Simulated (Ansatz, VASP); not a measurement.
# HfO2 in VASP and in Ansatz

File INCAR:

```
SYSTEM = HfO2
PREC = Accurate
ENCUT = 520
EDIFF = 1E-6
ISMEAR = 0
SIGMA = 0.05
LREAL = .False.
LASPH = .True.
NELM = 60
ALGO = Normal
ISIF = 2
LWAVE = .False.
LCHARG = .False.
GGA = PE
NBANDS = 18
```

KPOINTS

```
regular mesh
0
Gamma
  8 8 8
  0 0 0
```

POSCAR

```
HfO2
1.0
    0.0000000000      2.4066996439      2.8880395726
    2.4066996439      0.0000000000      2.8880395726
    2.4066996439      2.4066996439      0.0000000000
Hf O
1 2
Direct
    0.0000000000      0.0000000000      0.0000000000
    0.2500000000      0.2500000000      0.2500000000
    0.7500000000      0.7500000000      0.7500000000
```

Input for Ansatz:

```yaml
crystal:
  lattice:
    - [0.0, 2.4066996439, 2.8880395726]
    - [2.4066996439, 0.0, 2.8880395726]
    - [2.4066996439, 2.4066996439, 0.0]
  atoms:
    - { symbol: Hf, position: [0.0, 0.0, 0.0] }
    - { symbol: O, position: [0.25, 0.25, 0.25] }
    - { symbol: O, position: [0.75, 0.75, 0.75] }
basis:
  ecutwfc: 420
kpoints:
  mp_grid: { grid: [8, 8, 8] }
hamiltonian:
  xc: pbe
scf:
  occupations: { method: gaussian, width: 0.05 }
output:
  forces: true
  stress: true
  eigenvalues: true
```

Alike in both runs: task single point; functional PBE; k mesh 8 × 8 × 8; occupations gaussian, width 0.05 eV; no spin polarisation.

```csv
,VASP,Ansatz
version,VASP 6.6.1,Ansatz 0.2.0
potentials or method,"VASP PAW PBE potentials, release 64 (Hf_pv, O), cutoff 520 eV","scalar-relativistic, plane waves, PAW"
valence electrons in the cell,22,38
```

```tsv
	VASP	Ansatz	Ansatz less VASP
gap on the k mesh at the Fermi level (eV)	0.90	0.90	+0.007
least direct gap on the mesh (eV)	1.47	1.48	+0.008
pressure (GPa)	-4.7	-1.4	+3.28
traceless stress, the component that is largest in VASP (GPa)	-58.13	-57.25	+0.880
```

The functional is the same, so the differences come from potentials, cutoffs and numerics. VASP's potentials hold 22 valence electrons a cell and Ansatz's 38, so a difference there can come from the potentials and not from the codes.

Spin-orbit coupling is off throughout.
